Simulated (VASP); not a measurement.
# SnO2 (Pbcn) in VASP: further runs, part 2 of 2

VASP 6.6.1.

### 4 Single point, PBE (12.83 Å³/atom)

This run uses another cell than the first one, of 12.83 Å³/atom.

The input, INCAR:

```
SYSTEM = SnO2
PREC = Accurate
ENCUT = 520
EDIFF = 1E-7
ISMEAR = 0
SIGMA = 0.05
LREAL = .FALSE.
LASPH = .TRUE.
NELM = 60
ALGO = Normal
ISIF = 2
LWAVE = .FALSE.
LCHARG = .TRUE.
GGA = PE
LELF = .TRUE.
LVHAR = .TRUE.
NBANDS = 64
```

The input, KPOINTS:

```
regular mesh
0
G
  6 6 6
  0 0 0
```

The input, POSCAR:

```
SnO2
1.0
    4.7254345640      0.0000000000      0.0000000000
    0.0000000000      6.2244086988      0.0000000000
    0.0000000000      0.0000000000      5.2335977819
Sn O
4 8
Direct
    0.5000000000      0.6651654903      0.7500000000
    0.0000000000      0.8348345097      0.2500000000
    0.5000000000      0.3348345097      0.2500000000
    0.0000000000      0.1651654903      0.7500000000
    0.7301204269      0.6070551965      0.0781681516
    0.2301204269      0.8929448035      0.9218318484
    0.7698795731      0.8929448035      0.5781681516
    0.2698795731      0.6070551965      0.4218318484
    0.7301204269      0.3929448035      0.5781681516
    0.2301204269      0.1070551965      0.4218318484
    0.7698795731      0.1070551965      0.0781681516
    0.2698795731      0.3929448035      0.9218318484
```

Potentials or basis: VASP PAW PBE potentials, release 64 (Sn_d, O).

Command:

```console
$ cat potpaw_PBE.64/Sn_d/POTCAR potpaw_PBE.64/O/POTCAR > POTCAR
$ mpirun -np 1 vasp_std > vasp.out
```

OUTCAR:

```text
SYSTEM = SnO2
   PREC = Accurate
   ENCUT = 520
   EDIFF = 1E-7
   ISMEAR = 0
   LREAL = .FALSE.
   LASPH = .TRUE.
   NELM = 60
   ISIF = 2
   GGA = PE

 ion  position               nearest neighbor table
   1  0.500  0.665  0.750-   5 2.06   8 2.06   7 2.11   6 2.11   9 2.21  12 2.21   3 3.33   3 3.33
                             2 3.68   2 3.68   2 3.68   2 3.68
   2  0.000  0.835  0.250-   6 2.06   7 2.06   5 2.11   8 2.11  10 2.21  11 2.21   4 3.33   4 3.33
                             1 3.68   1 3.68   1 3.68   1 3.68
   3  0.500  0.335  0.250-   9 2.06  12 2.06  11 2.11  10 2.11   5 2.21   8 2.21   1 3.33   1 3.33
                             4 3.68   4 3.68   4 3.68   4 3.68
   4  0.000  0.165  0.750-  10 2.06  11 2.06   9 2.11  12 2.11   6 2.21   7 2.21   2 3.33   2 3.33
                             3 3.68   3 3.68   3 3.68   3 3.68
   5  0.730  0.607  0.078-   1 2.06   2 2.11   3 2.21
   6  0.230  0.893  0.922-   2 2.06   1 2.11   4 2.21
   7  0.770  0.893  0.578-   2 2.06   1 2.11   4 2.21
   8  0.270  0.607  0.422-   1 2.06   2 2.11   3 2.21
   9  0.730  0.393  0.578-   3 2.06   4 2.11   1 2.21
  10  0.230  0.107  0.422-   4 2.06   3 2.11   2 2.21
  11  0.770  0.107  0.078-   4 2.06   3 2.11   2 2.21
  12  0.270  0.393  0.922-   3 2.06   4 2.11   1 2.21

  LATTYP: Found a simple orthorhombic cell.
 ALAT       =     4.7254345640
 B/A-ratio  =     1.1075378806
 C/A-ratio  =     1.3172140286

  Lattice vectors:

 A1 = (  -4.7254345640,   0.0000000000,   0.0000000000)
 A2 = (   0.0000000000,   0.0000000000,   5.2335977819)
 A3 = (   0.0000000000,   6.2244086988,   0.0000000000)

Analysis of symmetry for initial positions (statically):
=====================================================================
 Subroutine PRICEL returns:
 Original cell was already a primitive cell.

 Routine SETGRP: Setting up the symmetry group for a
 simple orthorhombic supercell.

 Subroutine GETGRP returns: Found  8 space group operations
 (whereof  2 operations were pure point group operations)
 out of a pool of  8 trial point group operations.

The static configuration has the point symmetry S_2 .
 The point group associated with its full space group is D_2h.

Analysis of symmetry for dynamics (positions and initial velocities):
=====================================================================
 Subroutine PRICEL returns:
 Original cell was already a primitive cell.

 Routine SETGRP: Setting up the symmetry group for a
 simple orthorhombic supercell.

 Subroutine GETGRP returns: Found  8 space group operations
 (whereof  2 operations were pure point group operations)
 out of a pool of  8 trial point group operations.

The dynamic configuration has the point symmetry S_2 .
 The point group associated with its full space group is D_2h.

 Subroutine INISYM returns: Found  8 space group operations
 (whereof  2 operations are pure point group operations),
 and found     1 'primitive' translations

----------------------------------------------------------------------------------------

                                     Primitive cell

  volume of cell :     153.9360

  direct lattice vectors                    reciprocal lattice vectors
     4.725434564  0.000000000  0.000000000     0.211620749  0.000000000  0.000000000
     0.000000000  6.224408699  0.000000000     0.000000000  0.160657831  0.000000000
     0.000000000  0.000000000  5.233597782     0.000000000  0.000000000  0.191073147

  length of vectors
     4.725434564  6.224408699  5.233597782     0.211620749  0.160657831  0.191073147

  position of ions in fractional coordinates (direct lattice)
[... 90 lines left out ...]
   PREC   = accura    normal or accurate (medium, high low for compatibility)
   ISTART =      0    job   : 0-new  1-cont  2-samecut
   ICHARG =      2    charge: 1-file 2-atom 10-const
   ISPIN  =      1    spin polarized calculation?
   LNONCOLLINEAR =      F non collinear calculations
   LSORBIT =      F    spin-orbit coupling
   LASPH  =      T    aspherical Exc in radial PAW
   ENCUT  =  520.0 eV  38.22 Ry    6.18 a.u.   8.79 11.57  9.73*2*pi/ulx,y,z
   NELM   =     60;   NELMIN=  2; NELMDL= -5     # of ELM steps
   EDIFF  = 0.1E-06   stopping-criterion for ELM
   LREAL  =      F    real-space projection
   EDIFFG = 0.1E-05   stopping-criterion for IOM
   NSW    =      0    number of steps for IOM
   IBRION =     -1    ionic relax: 0-MD 1-quasi-New 2-CG
   NFREE  =      0    steps in history (QN), initial steepest desc. (CG)
   ISIF   =      2    stress and relaxation
   ISYM   =      2    0-nonsym 1-usesym 2-fastsym
   POTIM  = 0.5000    time-step for ionic-motion
   TEBEG  =    0.0;   TEEND  =   0.0 temperature during run
   PSTRESS=    0.0 pullay stress
   NELECT =     104.0000    total number of electrons
   NUPDOWN=      -1.0000    fix difference up-down
   EMIN   =  10.00;   EMAX   =-10.00  energy-range for DOS
   EFERMI =   0.00;   METHOD = LEGACY
   ISMEAR =     0;   SIGMA  =   0.05  broadening in eV -4-tet -1-fermi 0-gaus
   EFERMI_NEDOS =   21; number of points for ismear=-14 and -15
   IALGO  =     38    algorithm
   IMIX   =      4    mixing-type and parameters
     AMIX     =   0.40;   BMIX     =  1.00
     AMIX_MAG =   1.60;   BMIX_MAG =  1.00
  volume/ion in A,a.u.               =      12.83        86.57
  Fermi-wavevector in a.u.,A,eV,Ry     =   1.436501  2.714593 28.076093  2.063535
  Thomas-Fermi vector in A             =   2.555682
   LORBIT       =      0    0 simple, 1 ext, 2 COOP (PROOUT), +10 PAW based schemes
   GGA     = PE    functional components
   LHFCALC =     F    Hartree Fock is set to
   AEXX    =    0.0000 exact exchange contribution
   IVDW    =     0    specifies the selected vdW correction
   LEPSILON=     F    determine dielectric tensor
   LRPA    =     F    only Hartree local field effects (RPA)
 non-spin polarized calculation
 Gauss-broadening in eV      SIGMA  =   0.05
  energy-cutoff  :      520.00
  volume of cell :      153.94
 maximum number of plane-waves:      4186
 NGX is ok and might be reduce to    36
   NGX = 17   NGY = 23   NGZ = 19

 number of electron     103.9999953 magnetization

 Free energy of the ion-electron system (eV)
  ---------------------------------------------------
  ext. energy  EPLUGINS =         0.00000000
  ---------------------------------------------------
  free energy    TOTEN  =       -74.03951409 eV

  energy without entropy =      -74.03951409  energy(sigma->0) =      -74.03951409

 E-fermi :   5.3400     XC(G=0): -10.9124

 val. band max:        5.0818174430   @ k =   0.0000   0.0000   0.0000
 cond. band min:       5.6685691292   @ k =   0.0000   0.0000   0.0000
 fundamental gap:      0.5867516862
 Fermi energy:         5.3399775024

 k-point     1 :       0.0000    0.0000    0.0000
  band No.  band energies     occupation
      1     -15.6155      2.00000
      2     -15.4203      2.00000
      3     -15.3506      2.00000
      4     -15.2832      2.00000
      5     -15.1421      2.00000
      6     -14.9866      2.00000
[... 1597 lines left out ...]
     63      15.1335      0.00000
     64      15.1350      0.00000

 [... further k-points ...]

------------------------ aborting loop because EDIFF is reached ----------------------------------------

  FORCE on cell =-STRESS in cart. coord.  units (eV):
  Direction    XX          YY          ZZ          XY          YZ          ZX
  --------------------------------------------------------------------------------------
  -------------------------------------------------------------------------------------
  Total       -2.0291220    -11.7352982     -1.0221522      0.0000000      0.0000000     -0.0000000
  in kB      -21.1192523   -122.1418556    -10.6386361      0.0000000      0.0000000     -0.0000000
  external PRESSURE =     -51.2999146 kB  Pullay stress =       0.0000000 kB

 VOLUME and BASIS-vectors are now :
 -----------------------------------------------------------------------------
  energy-cutoff  :      520.00
  volume of cell :      153.94
      direct lattice vectors                 reciprocal lattice vectors
     4.725434564  0.000000000  0.000000000     0.211620749  0.000000000  0.000000000
     0.000000000  6.224408699  0.000000000     0.000000000  0.160657831  0.000000000
     0.000000000  0.000000000  5.233597782     0.000000000  0.000000000  0.191073147

 POSITION                                       TOTAL-FORCE (eV/Angst)
 -----------------------------------------------------------------------------------
      2.36272      4.14026      3.92520        -0.000000     -0.070437      0.000000
      0.00000      5.19635      1.30840        -0.000000      0.070437      0.000000
      2.36272      2.08415      1.30840        -0.000000      0.070437      0.000000
      0.00000      1.02806      3.92520        -0.000000     -0.070437      0.000000
      3.45014      3.77856      0.40910         0.151421      0.163841      0.123979
      1.08742      5.55805      4.82450         0.151421     -0.163841     -0.123979
      3.63802      5.55805      3.02590        -0.151421     -0.163841      0.123979
      1.27530      3.77856      2.20770        -0.151421      0.163841     -0.123979
      3.45014      2.44585      3.02590         0.151421     -0.163841      0.123979
      1.08742      0.66636      2.20770         0.151421      0.163841     -0.123979
      3.63802      0.66636      0.40910        -0.151421      0.163841      0.123979
      1.27530      2.44585      4.82450        -0.151421     -0.163841     -0.123979
 -----------------------------------------------------------------------------------
    total drift:                                0.000000      0.000000     -0.000000

  FREE ENERGIE OF THE ION-ELECTRON SYSTEM (eV)
  ---------------------------------------------------
  free  energy   TOTEN  =       -74.0395140931 eV

  energy  without entropy=      -74.0395140931  energy(sigma->0) =      -74.03951409
```

Run time: 19 min. Hardware: 1 thread of Intel Xeon 8259CL, shared host; peak memory 0.54 GiB.

Results:

```yaml
Free_energy: -74.0395 eV
Pressure: -5.1 GPa
Largest_force: 0.255 eV/Å
Band_gap_on_the_k_mesh: 0.59 eV
```

Forces in eV/Å, atoms in the order of the input:
```
Sn   0.000 -0.070  0.000
Sn   0.000  0.070  0.000
Sn   0.000  0.070  0.000
Sn   0.000 -0.070  0.000
O    0.151  0.164  0.124
O    0.151 -0.164 -0.124
O   -0.151 -0.164  0.124
O   -0.151  0.164 -0.124
O    0.151 -0.164  0.124
O    0.151  0.164 -0.124
O   -0.151  0.164  0.124
O   -0.151 -0.164 -0.124
```

Levels at points of the mesh, in eV from the valence-band top:
| k point | band 50 | band 51 | band 52 | band 53 | band 54 | band 55 |
| --- | --- | --- | --- | --- | --- | --- |
| (0.00, 0.00, 0.00) | -0.38 | -0.06 | 0.00 | 0.59 | 5.26 | 5.34 |
| (0.50, 0.00, 0.00) | -0.31 | -0.09 | -0.09 | 3.71 | 3.71 | 4.59 |
| (0.00, 0.50, 0.00) | -0.82 | -0.04 | -0.04 | 3.22 | 3.22 | 5.90 |
| (0.50, 0.50, 0.00) | -0.55 | -0.10 | -0.10 | 4.12 | 4.12 | 5.28 |
| (0.00, 0.00, 0.50) | -0.36 | -0.11 | -0.11 | 3.67 | 3.67 | 5.46 |
| (0.50, 0.00, 0.50) | -0.26 | -0.26 | -0.26 | 4.20 | 4.20 | 4.20 |
| (0.00, 0.50, 0.50) | -0.25 | -0.25 | -0.25 | 4.68 | 4.68 | 4.68 |
| (0.50, 0.50, 0.50) | -0.27 | -0.27 | -0.27 | 4.54 | 4.54 | 4.54 |

Caveat: the stress differs along the axes, from -12 to -1 GPa; semilocal functionals underestimate gaps, and a narrow one can read as zero; spin-orbit coupling is left out, which moves the levels of the heavy elements.

### 5 Overview

| cell | gap on the mesh (eV) | pressure (GPa) | largest force (eV/Å) |
| --- | --- | --- | --- |
| a = 4.684, b = 5.361, c = 5.187 Å, 12 atoms | 2.27 | 32.5 | 0.58 |
| a = 4.759, b = 5.902, c = 5.270 Å, 12 atoms | 1.01 | 0.8 | 0.09 |
| a = 4.725, b = 6.224, c = 5.234 Å, 12 atoms | 0.59 | -5.1 | 0.26 |

Alike in all rows: task single point; level PBE; potentials or basis VASP PAW PBE potentials, release 64 (Sn_d, O); no spin polarisation; k mesh 6 × 6 × 6; cutoff (eV) 520; smearing gaussian 0.05 eV.

Caveats: spin-orbit coupling is left out, which moves the levels of the heavy elements; the stress differs along the axes, from 29 to 40 GPa (at least some runs); the stress differs along the axes, from -12 to -1 GPa (at least some runs); semilocal functionals underestimate gaps, and a narrow one can read as zero (at least some runs).

Total energies depend on the potentials used, so only differences within one code and one set of settings carry meaning.
